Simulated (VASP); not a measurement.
Input of a VASP 6.6.1 run:

The input INCAR:

```
PREC     = Accurate       # precision mode
ENCUT    = 520            # plane-wave cutoff, eV
EDIFF    = 1E-7           # SCF threshold, eV
ISMEAR   = 0              # smearing method
SIGMA    = 0.1            # smearing width, eV
LREAL    = F              # projectors in reciprocal space
LASPH    = T              # aspherical terms in the spheres
NELM     = 80             # most SCF steps
ALGO     = Normal         # electronic algorithm
ISIF     = 2              # what is computed and relaxed
LWAVE    = F              # write WAVECAR
LCHARG   = F              # write CHGCAR
GGA      = PE             # functional
NBANDS   = 52             # bands
```

The input KPOINTS:

```
Automatic mesh
0
Gamma
  6 6 2
```

Contents of POSCAR:

```
WF
1.0
    2.8293373337     -0.0000000025      0.0000000000
   -1.4146686647      2.4502780081      0.0000000000
    0.0000000000      0.0000000000     17.2474321770
W F
4 4
Direct
    0.3333333333      0.6666666667      0.1765801820
    0.6666666667      0.3333333333      0.6765801820
    0.3333333333      0.6666666667      0.3234198180
    0.6666666667      0.3333333333      0.8234198180
    0.3333333333      0.6666666667      0.5883596364
    0.6666666667      0.3333333333      0.0883596364
    0.3333333333      0.6666666667      0.9116403636
    0.6666666667      0.3333333333      0.4116403636
```

Potentials or basis: VASP PAW PBE potentials, release 64 (W_sv, F).

The run is started by

```sh
$ cat potpaw_PBE.64/W_sv/POTCAR potpaw_PBE.64/F/POTCAR > POTCAR
$ mpirun -np 1 vasp_std > vasp.out
```

Problem. Predict the band gap on the k mesh.

Solution. Zero (bands 42 and 43 overlap by 1.02 eV).

Problem. Predict the pressure.

Solution. 0.7 GPa.

Problem. What does it give for the largest force?

Solution. 0.111 eV/Å.

Stress tensor (GPa, compression positive):
```
0.61 0.00 0.00
0.00 0.61 0.00
0.00 0.00 0.98
```

Caveat: the k points lie up to 0.43 Å⁻¹ apart, too coarse for converged energies and pressures of a metal; spin-orbit coupling is left out, which moves the levels of the heavy elements.
